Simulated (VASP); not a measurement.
A run of VASP 6.6.1:

Contents of INCAR:

```
SYSTEM = TiCo3
  ALGO = Normal
  EDIFF = 1E-7
  ENCUT = 520
  GGA = PS
  ISIF = 2
  ISMEAR = 0
  ISPIN = 2
  LASPH = .True.
  LCHARG = .False.
  LMAXMIX = 4
  LORBIT = 11
  LREAL = .False.
  LWAVE = .False.
  MAGMOM = 0 0.3 0.3 0.3
  NBANDS = 32
  NELM = 150
  PREC = Accurate
  SIGMA = 0.1
```

Contents of KPOINTS:

```
k-points
0
Gamma
  12 12 12
  0 0 0
```

File POSCAR:

```
TiCo3
1.0
    3.5282466705      0.0000000000      0.0000000000
    0.0000000000      3.5282466705      0.0000000000
    0.0000000000      0.0000000000      3.5282466705
Ti Co
1 3
Direct
    0.0000000000      0.0000000000      0.0000000000
    0.0000000000      0.5000000000      0.5000000000
    0.5000000000      0.0000000000      0.5000000000
    0.5000000000      0.5000000000      0.0000000000
```

Potentials or basis: VASP PAW PBE potentials, release 64 (Ti_sv, Co).

Launch:

```sh
$ cat potpaw_PBE.64/Ti_sv/POTCAR potpaw_PBE.64/Co/POTCAR > POTCAR
$ mpirun -np 1 vasp_std > vasp.out
```

Hardware: 1 thread of Oxide Virtual Turin-like Processor, with other jobs on the host.

Task: Estimate the wall time of this run.

Result: Run time: 5 min on 1 thread of Oxide Virtual Turin-like Processor, on a shared host, peak memory 0.26 GiB. Counts: scf iterations 21, k points 84.
